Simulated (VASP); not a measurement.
Input of a VASP 6.6.1 run:

INCAR

```
SYSTEM = ZnS
PREC = Accurate
ENCUT = 520
EDIFF = 1E-7
ISMEAR = -1
SIGMA = 0.01
LREAL = .FALSE.
LASPH = .TRUE.
NELM = 80
ALGO = Normal
ISIF = 2
LWAVE = .FALSE.
LCHARG = .FALSE.
GGA = PE
NBANDS = 16
```

The input KPOINTS:

```
Automatic mesh
0
G
  8 8 8
  0 0 0
```

File POSCAR:

```
ZnS
1.0
    0.0000000000      2.7489964065      2.7489964065
    2.7489964065      0.0000000000      2.7489964065
    2.7489964065      2.7489964065      0.0000000000
Zn S
1 1
Direct
    0.0000000000      0.0000000000      0.0000000000
    0.7500000000      0.7500000000      0.7500000000
```

Potentials or basis: VASP PAW PBE potentials, release 64 (Zn, S).

Command:

```sh
$ cat potpaw_PBE.64/Zn/POTCAR potpaw_PBE.64/S/POTCAR > POTCAR
$ mpirun -np 1 vasp_std > vasp.out
```

Predict the band gap on the k mesh.

1.89 eV, direct.

What does it give for the pressure?

-1.8 GPa.
